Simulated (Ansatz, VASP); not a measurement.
## One calculation of Zn, two programs

```
Zn
1.0
     2.63585    0.00000    0.00000
    -1.31792    2.28271    0.00000
     0.00000    0.00000   15.29112
Zn
6
Direct
  0.00000 0.00000 0.00069
  0.33333 0.66667 0.16667
  0.00000 0.00000 0.33264
  0.33333 0.66667 0.49977
  0.66667 0.33333 0.66667
  0.33333 0.66667 0.83356
```

Alike in both runs: functional PBE; k mesh 18 × 18 × 4; occupations gaussian, width 0.1 eV; no spin polarisation.

Ansatz relaxed the structure, and its values are those at the end. VASP's run is a single point on that final structure, the one shown.

|  | VASP | Ansatz |
| --- | --- | --- |
| version | VASP 6.6.1 | Ansatz 0.2.0 |
| potentials or method | VASP PAW PBE potentials, release 64 (Zn), cutoff 520 eV | scalar-relativistic, plane waves, PAW |
| valence electrons in the cell | 72 | 72 |

VASP gave:

| Item | Value |
| --- | --- |
| gap on the k mesh at the Fermi level (eV) | none |
| pressure (GPa) | 0.2 |

Problem. Estimate Ansatz's values.

Solution. gap on the k mesh at the Fermi level (eV): none; pressure (GPa): 0.0.

A gap of «none» marks a metal or a gap that the smearing closes.
